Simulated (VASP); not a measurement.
Here is a VASP 6.6.1 calculation.

INCAR

```
SYSTEM = As
ALGO = Normal
EDIFF = 1E-6
ENCUT = 600
GGA = PE
GGA_COMPAT = .False.
ISIF = 2
ISMEAR = -1
LASPH = .True.
LCHARG = .False.
LREAL = .False.
LWAVE = .False.
NBANDS = 22
NELM = 120
PREC = Accurate
SIGMA = 0.02
```

Contents of KPOINTS:

```
k-points
0
Gamma
  8 8 8
  0 0 0
```

POSCAR

```
As
1.0
    1.8815830580      1.0863324850      3.5613725906
   -1.8815830580      1.0863324850      3.5613725906
    0.0000000000     -2.1726649701      3.5613725905
As
2
Direct
    0.7738769956      0.7738769956      0.7738769956
    0.2261230044      0.2261230044      0.2261230044
```

Potentials or basis: VASP PAW PBE potentials, release 64 (As_d).

Launch:

```console
$ cat potpaw_PBE.64/As_d/POTCAR > POTCAR
$ mpirun -np 1 vasp_std > vasp.out
```

Q: Predict the pressure.

A: 2.7 GPa.

Q: Predict the largest force.

A: 0.278 eV/Å.

Stress tensor (GPa, compression positive):
```
3.04 0.00 0.00
0.00 3.04 0.00
0.00 0.00 2.10
```
